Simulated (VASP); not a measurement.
ZrH, 4 atoms in the cell. The structure is tetragonal, space group P4_2/mmc (No. 131). Conventional cell: a = 3.243 Å, b = 3.243 Å, c = 4.948 Å, α = 90.00°, β = 90.00°, γ = 90.00°. Zr (site symmetry mmm) has 4 H at 2.04 Å within 2.7 Å. Within 2.7 Å of H (site symmetry -4m2) lie 4 Zr at 2.04 Å and 2 H at 2.47 Å. 

```yaml
Program: VASP 6.6.1
Task: single point
Functional: r2SCAN
Potentials_or_basis: VASP PAW PBE potentials, release 64 (Zr_sv, H)
Cutoff: 520 eV
k_mesh: 7 × 7 × 4
Occupations: methfessel-paxton, width 0.1 eV
Spin: no spin polarisation
Dipole_correction: no
Further_INCAR_settings: ALGO = Normal; EDIFF = 1e-06; NBANDS = 21
```

Potentials or basis: VASP PAW PBE potentials, release 64 (Zr_sv, H).

Run with:

```bash
$ cat potpaw_PBE.64/Zr_sv/POTCAR potpaw_PBE.64/H/POTCAR > POTCAR
$ cp INCAR.step1 INCAR
$ mpirun -np 1 vasp_std > vasp.out
$ cp INCAR.step2 INCAR
$ mpirun -np 1 vasp_std > vasp.out
```

Hardware: 1 thread of Intel(R) Xeon(R) Platinum 8375C CPU @ 2.90GHz (Ice Lake) (shared host).

Question: Estimate the wall time of this run.

Answer: Run time: 72 s on 1 thread of Intel(R) Xeon(R) Platinum 8375C CPU @ 2.90GHz (Ice Lake), on a shared host, peak memory 0.18 GiB. Counts: k points 30.
